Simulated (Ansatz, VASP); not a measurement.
One calculation of Zn, two programs

File INCAR:

```
SYSTEM = Zn
ALGO     = Fast           ! electronic algorithm
EDIFF    = 1E-7           ! SCF threshold, eV
ENCUT    = 520            ! plane-wave cutoff, eV
GGA      = PS             ! functional
ISIF     = 2              ! what is computed and relaxed
ISMEAR   = -1             ! smearing method
LASPH    = .TRUE.         ! aspherical terms in the spheres
LCHARG   = .TRUE.         ! write CHGCAR
LELF     = .TRUE.         ! ELF
LREAL    = .FALSE.        ! projectors in reciprocal space
LVHAR    = .TRUE.       
LWAVE    = .FALSE.        ! write WAVECAR
NBANDS   = 19             ! bands
NELM     = 100            ! most SCF steps
PREC     = Accurate       ! precision mode
SIGMA    = 0.05           ! smearing width, eV
```

Contents of KPOINTS:

```
k-points
0
G
  11 11 6
  0 0 0
```

POSCAR

```
Zn
1.0
    2.7223662359      0.0000000000      0.0000000000
   -1.3611831179      2.3576383187      0.0000000000
    0.0000000000      0.0000000000      5.0633972761
Zn
2
Direct
    0.6666666667      0.3333333333      0.7500000000
    0.3333333333      0.6666666667      0.2500000000
```

The input input.yaml:

```yaml
crystal:
  lattice:
    - [2.7223662359, 0.0, 0.0]
    - [-1.3611831179, 2.3576383187, 0.0]
    - [0.0, 0.0, 5.0633972761]
  atoms:
    - { symbol: Zn, position: [0.6666666667, 0.3333333333, 0.75] }
    - { symbol: Zn, position: [0.3333333333, 0.6666666667, 0.25] }
hamiltonian:
  xc: pbesol
  pseudopotentials: { kind: paw }
kpoints:
  mp_grid: { grid: [11, 11, 6] }
scf:
  occupations: { method: fermi_dirac, width: 0.05 }
output:
  forces: true
  stress: true
  eigenvalues: true
```

Alike in both runs: task single point; functional PBEsol; k mesh 11 × 11 × 6; occupations fermi-dirac, width 0.05 eV; no spin polarisation.

```csv
,VASP,Ansatz
version,VASP 6.6.1,Ansatz 0.2.0
potentials or method,"VASP PAW PBE potentials, release 64 (Zn)",Ansatz PAW
plane-wave cutoff (eV),520,420
valence electrons in the cell,24,24
```

|  | VASP | Ansatz | Ansatz less VASP |
| --- | --- | --- | --- |
| gap on the k mesh at the Fermi level (eV) | none | none | - |
| pressure (GPa) | -8.2 | -8.6 | -0.43 |
| traceless stress, the component that is largest in VASP (GPa) | 0.91 | 1.02 | +0.107 |

VASP's potentials were made for PBE, not for PBEsol. A gap of «none» marks a metal or a gap that the smearing closes. The functional is the same, so the differences come from potentials, cutoffs and numerics.
